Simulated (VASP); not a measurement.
# CoO (Cm) in VASP: a series of runs

Runs on CoO. Level: PBE. Tasks: single point.

Everything below comes from runs of VASP 6.6.1. Logs are shortened: lines on timing, memory, paths and dates and some standing lists are left out, and cuts for length are marked.

**1. The cell of the first run**

It takes space group Cm (No. 8, monoclinic). Conventional cell: a = 4.932 Å, b = 3.090 Å, c = 2.910 Å, α = 90.00°, β = 120.98°, γ = 90.00°. Within 2.3 Å of Co (site symmetry m) lie 5 O at 1.57 to 2.25 Å. Within 2.3 Å of O (site symmetry m) lie 5 Co at 1.57 to 2.25 Å.

**2. Single point, PBE, collinear spin, ferromagnetic start (atoms displaced along several vibrational modes)**

Contents of INCAR:

```
SYSTEM = CoO
PREC = Accurate
ENCUT = 520
EDIFF = 1E-6
ISMEAR = 0
SIGMA = 0.15
LREAL = .False.
LASPH = .True.
NELM = 150
ALGO = Normal
ISIF = 2
LWAVE = .False.
LCHARG = .True.
ISPIN = 2
MAGMOM = 2.7 0.34
LORBIT = 11
LMAXMIX = 4
GGA = PE
LELF = .True.
LVHAR = .True.
NBANDS = 18
```

Contents of KPOINTS:

```
Automatic mesh
0
Gamma
  18 18 18
  0 0 0
```

Contents of POSCAR:

```
CoO
1.0
    1.5451331124      0.8920830184      2.2990762412
   -1.5451331124      0.8920830184      2.2990762412
    0.0000000000     -1.7841660368      2.2990762412
Co O
1 1
Direct
    0.0285636633      0.0285636633     -0.0195185747
    0.3947841794      0.3947841794      0.5718977403
```

Potentials or basis: VASP PAW PBE potentials, release 64 (Co, O).

Started as:

```sh
$ cat potpaw_PBE.64/Co/POTCAR potpaw_PBE.64/O/POTCAR > POTCAR
$ mpirun -np 1 vasp_std > vasp.out
```

OUTCAR:

```text
SYSTEM = CoO
   PREC = Accurate
   ENCUT = 520
   EDIFF = 1E-6
   ISMEAR = 0
   LREAL = .False.
   LASPH = .True.
   NELM = 150
   ISIF = 2
   ISPIN = 2
   LORBIT = 11
   GGA = PE

 ion  position               nearest neighbor table
   1  0.029  0.029  0.980-   2 1.57   2 2.15   2 2.15   2 2.25   2 2.25
   2  0.395  0.395  0.572-   1 1.57   1 2.15   1 2.15   1 2.25   1 2.25

  LATTYP: Found a trigonal (rhomboedric) cell.
 ALAT       =     2.9101546367
 COS(alpha) =     0.4361940412

  Lattice vectors:

 A1 = (   1.5451331124,   0.8920830184,   2.2990762412)
 A2 = (  -1.5451331124,   0.8920830184,   2.2990762412)
 A3 = (   0.0000000000,  -1.7841660368,   2.2990762412)

Analysis of symmetry for initial positions (statically):
=====================================================================
 Subroutine PRICEL returns:
 Original cell was already a primitive cell.

 Routine SETGRP: Setting up the symmetry group for a
 trigonal (rhombohedral) supercell.

 Subroutine GETGRP returns: Found  2 space group operations
 (whereof  2 operations were pure point group operations)
 out of a pool of 12 trial point group operations.

The static configuration has the point symmetry C_1h.

Analysis of symmetry for dynamics (positions and initial velocities):
=====================================================================
 Subroutine PRICEL returns:
 Original cell was already a primitive cell.

 Routine SETGRP: Setting up the symmetry group for a
 trigonal (rhombohedral) supercell.

 Subroutine GETGRP returns: Found  2 space group operations
 (whereof  2 operations were pure point group operations)
 out of a pool of 12 trial point group operations.

The dynamic configuration has the point symmetry C_1h.

Analysis of structural, dynamic, and magnetic symmetry:
=====================================================================
 Subroutine PRICEL returns:
 Original cell was already a primitive cell.

 Routine SETGRP: Setting up the symmetry group for a
 trigonal (rhombohedral) supercell.

 Subroutine GETGRP returns: Found  2 space group operations
 (whereof  2 operations were pure point group operations)
 out of a pool of 12 trial point group operations.

The overall configuration has the point symmetry C_1h.

 Subroutine INISYM returns: Found  2 space group operations
 (whereof  2 operations are pure point group operations),
 and found     1 'primitive' translations

----------------------------------------------------------------------------------------

                                     Primitive cell

  volume of cell :      19.0141

  direct lattice vectors                    reciprocal lattice vectors
     1.545133112  0.892083018  2.299076241     0.323596715  0.186828651  0.144985767
    -1.545133112  0.892083018  2.299076241    -0.323596715  0.186828651  0.144985767
     0.000000000 -1.784166037  2.299076241     0.000000000 -0.373657301  0.144985767

  length of vectors
     2.910154637  2.910154637  2.910154637     0.400800015  0.400800015  0.400800015

  position of ions in fractional coordinates (direct lattice)
     0.028563663  0.028563663  0.980481425
     0.394784179  0.394784179  0.571897740

  ion indices of the primitive-cell ions
   primitive index   ion index
                 1           1
                 2           2

----------------------------------------------------------------------------------------

 KPOINTS: Automatic mesh

Automatic generation of k-mesh.
 Grid dimensions read from file:
 generate k-points for:   18   18   18

 Generating k-lattice:

  Cartesian coordinates                     Fractional coordinates (reciprocal lattice)
     0.017977595  0.010379369  0.008054765     0.055555556  0.000000000  0.000000000
    -0.017977595  0.010379369  0.008054765     0.000000000  0.055555556  0.000000000
     0.000000000 -0.020758739  0.008054765     0.000000000  0.000000000  0.055555556

  Length of vectors
     0.022266667  0.022266667  0.022266667

  Shift w.r.t. Gamma in fractional coordinates (k-lattice)
     0.000000000  0.000000000  0.000000000

 Subroutine IBZKPT returns following result:
 ===========================================

 Found   1550 irreducible k-points:

 Following reciprocal coordinates:
            Coordinates               Weight
  0.000000  0.000000  0.000000      1.000000
  0.055556  0.000000  0.000000      4.000000
  0.000000  0.000000  0.055556      2.000000
  0.111111  0.000000  0.000000      4.000000
  0.000000  0.000000  0.111111      2.000000
  0.166667  0.000000  0.000000      4.000000
[... 16 lines left out ...]
 -0.111111 -0.000000 -0.055556      4.000000
  0.055556  0.000000  0.111111      4.000000
 [... further k-points ...]
   k-points           NKPTS =   1550   k-points in BZ     NKDIM =   1550   number of bands    NBANDS=     18
   number of dos      NEDOS =    301   number of ions     NIONS =      2
   total plane-waves  NPLWV =  13824
   dimension x,y,z NGX =    24 NGY =   24 NGZ =   24
   dimension x,y,z NGXF=    48 NGYF=   48 NGZF=   48
   ions per type =               1   1
   NGX,Y,Z   is equivalent  to a cutoff of  13.71, 13.71, 13.71 a.u.
   NGXF,Y,Z  is equivalent  to a cutoff of  27.42, 27.42, 27.42 a.u.
 SYSTEM =  CoO
   PREC   = accura    normal or accurate (medium, high low for compatibility)
   ISTART =      0    job   : 0-new  1-cont  2-samecut
   ICHARG =      2    charge: 1-file 2-atom 10-const
   ISPIN  =      2    spin polarized calculation?
   LNONCOLLINEAR =      F non collinear calculations
   LSORBIT =      F    spin-orbit coupling
   LASPH  =      T    aspherical Exc in radial PAW
   ENCUT  =  520.0 eV  38.22 Ry    6.18 a.u.   5.41  5.41  5.41*2*pi/ulx,y,z
   NELM   =    150;   NELMIN=  2; NELMDL= -5     # of ELM steps
   EDIFF  = 0.1E-05   stopping-criterion for ELM
   LREAL  =      F    real-space projection
   EDIFFG = 0.1E-04   stopping-criterion for IOM
   NSW    =      0    number of steps for IOM
   IBRION =     -1    ionic relax: 0-MD 1-quasi-New 2-CG
   NFREE  =      0    steps in history (QN), initial steepest desc. (CG)
   ISIF   =      2    stress and relaxation
   ISYM   =      2    0-nonsym 1-usesym 2-fastsym
   POTIM  = 0.5000    time-step for ionic-motion
   TEBEG  =    0.0;   TEEND  =   0.0 temperature during run
   PSTRESS=    0.0 pullay stress
   NELECT =      15.0000    total number of electrons
   NUPDOWN=      -1.0000    fix difference up-down
   EMIN   =  10.00;   EMAX   =-10.00  energy-range for DOS
   EFERMI =   0.00;   METHOD = LEGACY
   ISMEAR =     0;   SIGMA  =   0.15  broadening in eV -4-tet -1-fermi 0-gaus
   EFERMI_NEDOS =   21; number of points for ismear=-14 and -15
   IALGO  =     38    algorithm
   IMIX   =      4    mixing-type and parameters
     AMIX     =   0.40;   BMIX     =  1.00
     AMIX_MAG =   1.60;   BMIX_MAG =  1.00
  volume/ion in A,a.u.               =       9.51        64.16
  Fermi-wavevector in a.u.,A,eV,Ry     =   1.512679  2.858548 31.132803  2.288196
  Thomas-Fermi vector in A             =   2.622571
   LORBIT       =     11    0 simple, 1 ext, 2 COOP (PROOUT), +10 PAW based schemes
   GGA     = PE    functional components
   LHFCALC =     F    Hartree Fock is set to
   AEXX    =    0.0000 exact exchange contribution
   IVDW    =     0    specifies the selected vdW correction
   LEPSILON=     F    determine dielectric tensor
   LRPA    =     F    only Hartree local field effects (RPA)
 spin polarized calculation
 Gauss-broadening in eV      SIGMA  =   0.15
  energy-cutoff  :      520.00
  volume of cell :       19.01
 maximum number of plane-waves:       528
 NGX is ok and might be reduce to    24
   NGX = 11   NGY = 11   NGZ = 11

 number of electron      14.9999999 magnetization       2.6011289

 Free energy of the ion-electron system (eV)
  ---------------------------------------------------
  ext. energy  EPLUGINS =         0.00000000
  ---------------------------------------------------
  free energy    TOTEN  =       -11.74802715 eV

  energy without entropy =      -11.71742999  energy(sigma->0) =      -11.73272857

 E-fermi :   8.5024     XC(G=0): -12.4013

 val. band max:        8.5016114363   @ k =   0.3333   0.2222   0.3889
 cond. band min:       8.5024732527   @ k =   0.4444   0.2778   0.5000
 fundamental gap:      0.0008618164
 Fermi energy:         8.5024201431

 spin component 1

 k-point     1 :       0.0000    0.0000    0.0000
  band No.  band energies     occupation
      1     -12.8891      1.00000
      2       1.3749      1.00000
      3       2.2153      1.00000
      4       2.6822      1.00000
      5       5.5615      1.00000
      6       5.7086      1.00000
[... 10 lines left out ...]
     17      31.6642      0.00000
     18      32.4800      0.00000
[... 463 lines left out ...]
 k-point    24 :       0.0556    0.0000    0.1111
  band No.  band energies     occupation
      1     -12.7883      1.00000
      2       1.2486      1.00000
      3       2.1942      1.00000
      4       2.5591      1.00000
      5       5.4331      1.00000
      6       5.7821      1.00000
[... 10 lines left out ...]
     17      31.8981      0.00000
     18      33.9150      0.00000

 [... further k-points ...]

 Fermi energy:         8.5024201431

 spin component 2

 k-point     1 :       0.0000    0.0000    0.0000
  band No.  band energies     occupation
      1     -12.3110      1.00000
      2       2.4056      1.00000
      3       3.2523      1.00000
      4       3.8217      1.00000
      5       7.1703      1.00000
      6       8.2732      0.98466
[... 10 lines left out ...]
     17      32.0826      0.00000
     18      33.3319      0.00000
[... 463 lines left out ...]
 k-point    24 :       0.0556    0.0000    0.1111
  band No.  band energies     occupation
      1     -12.2066      1.00000
      2       2.2259      1.00000
      3       3.2240      1.00000
      4       3.6665      1.00000
      5       7.2536      1.00000
      6       7.9379      1.00000
[... 10 lines left out ...]
     17      32.3607      0.00000
     18      34.6987      0.00000

 [... further k-points ...]

------------------------ aborting loop because EDIFF is reached ----------------------------------------

  FORCE on cell =-STRESS in cart. coord.  units (eV):
  Direction    XX          YY          ZZ          XY          YZ          ZX
  --------------------------------------------------------------------------------------
  -------------------------------------------------------------------------------------
  Total       -0.0227815     10.9406112      3.7055802      0.0000000      5.9939708      0.0000000
  in kB       -1.9196242    921.8842010    312.2417696      0.0000000    505.0674856      0.0000000
  external PRESSURE =     410.7354488 kB  Pullay stress =       0.0000000 kB

 VOLUME and BASIS-vectors are now :
 -----------------------------------------------------------------------------
  energy-cutoff  :      520.00
  volume of cell :       19.01
      direct lattice vectors                 reciprocal lattice vectors
     1.545133112  0.892083018  2.299076241     0.323596715  0.186828651  0.144985767
    -1.545133112  0.892083018  2.299076241    -0.323596715  0.186828651  0.144985767
     0.000000000 -1.784166037  2.299076241     0.000000000 -0.373657301  0.144985767

 POSITION                                       TOTAL-FORCE (eV/Angst)
 -----------------------------------------------------------------------------------
      0.00000     -1.69838      2.38554         0.000000     -7.701429     -4.002470
      0.00000     -0.31600      3.13011         0.000000      7.701429      4.002470
 -----------------------------------------------------------------------------------
    total drift:                               -0.000000     -0.000248     -0.000347

  FREE ENERGIE OF THE ION-ELECTRON SYSTEM (eV)
  ---------------------------------------------------
  free  energy   TOTEN  =       -11.7480271476 eV

  energy  without entropy=      -11.7174299915  energy(sigma->0) =      -11.73272857

 total charge

# of ion       s       p       d       tot
------------------------------------------
    1        0.412   0.538   7.426   8.376
    2        1.577   3.472   0.000   5.050
--------------------------------------------------
tot          1.989   4.011   7.426  13.426

 magnetization (x)

# of ion       s       p       d       tot
------------------------------------------
    1        0.038   0.052   2.089   2.178
    2        0.024   0.306   0.000   0.329
--------------------------------------------------
tot          0.062   0.357   2.089   2.507
```

Run time: 37 min. Hardware: 1 thread of Oxide Virtual Turin-like, shared host; peak memory 0.79 GiB.

Results:

| Quantity | Value |
| --- | --- |
| Free energy | -11.7480 eV |
| Pressure | 41.1 GPa |
| Largest force | 8.679 eV/Å |
| Net moment | 2.60 μB per cell |
| Site moments | Co +2.18; O +0.33 μB |
| Valence electrons inside the program's atomic spheres | Co 8.38; O 5.05 |

Forces in eV/Å, atoms in the order of the input:
```
Co   0.000 -7.701 -4.002
O    0.000  7.701  4.002
```

Caveat: the cell differs from its parent crystal (atoms displaced along several vibrational modes); the stress differs along the axes, from -0 to 92 GPa; a cell with one magnetic atom can't hold antiferromagnetic order, which such compounds often take; semilocal functionals often make such compounds metallic where correlation or magnetic order opens a gap, which also shifts bond lengths; forces of over 1 eV/Å act on the atoms, so gaps and moduli don't describe the material at rest.

[end of part 1 of 2]
